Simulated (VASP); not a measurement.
Write the native input for VASP 6.6.1 that does the following.

- Task: single point
- Functional: PBE
- Potentials or basis: VASP PAW PBE potentials, release 64 (Cd, F)
- Cutoff: 520 eV
- k mesh: 8 × 8 × 8
- Occupations: gaussian, width 0.05 eV
- Spin: no spin polarisation
- Dipole correction: no
- Further INCAR settings: ALGO = Normal; EDIFF = 1e-07; NBANDS = 20

The structure of CdF2 lies in POSCAR:

```
CdF2
1.0
    0.0000000000      2.7402705265      2.6671053034
    2.7402705265      0.0000000000      2.6671053034
    2.7402705265      2.7402705265      0.0000000000
Cd F
1 2
Direct
    0.0000000000      0.0000000000      0.0000000000
    0.2500000000      0.2500000000      0.2500000000
    0.7500000000      0.7500000000      0.7500000000
```

This cell differs from its parent crystal: engineering shear strain xy +0.0000, normal strain along z -0.0267.

The input as run:

INCAR

```
SYSTEM = CdF2
PREC = Accurate
ENCUT = 520
EDIFF = 1E-7
ISMEAR = 0
SIGMA = 0.05
LREAL = .False.
LASPH = .True.
NELM = 80
ALGO = Normal
ISIF = 2
LWAVE = .False.
LCHARG = .False.
GGA = PE
NBANDS = 20
```

KPOINTS

```
Automatic mesh
0
Gamma
  8 8 8
  0 0 0
```

Potentials or basis: VASP PAW PBE potentials, release 64 (Cd, F).

The run is started by

```console
$ cat potpaw_PBE.64/Cd/POTCAR potpaw_PBE.64/F/POTCAR > POTCAR
$ mpirun -np 1 vasp_std > vasp.out
```

It gave:

```json
{"Pressure": "3.4 GPa", "Band gap on the k mesh": "2.95 eV (least direct gap 3.48 eV)"}
```

Caveat: the cell differs from its parent crystal (engineering shear strain xy +0.0000, normal strain along z -0.0267); the cell stands under pressure.

Run time: 26 s on 1 thread of Intel(R) Xeon(R) Platinum 8488C (Sapphire Rapids), on a shared host, peak memory 0.18 GiB.
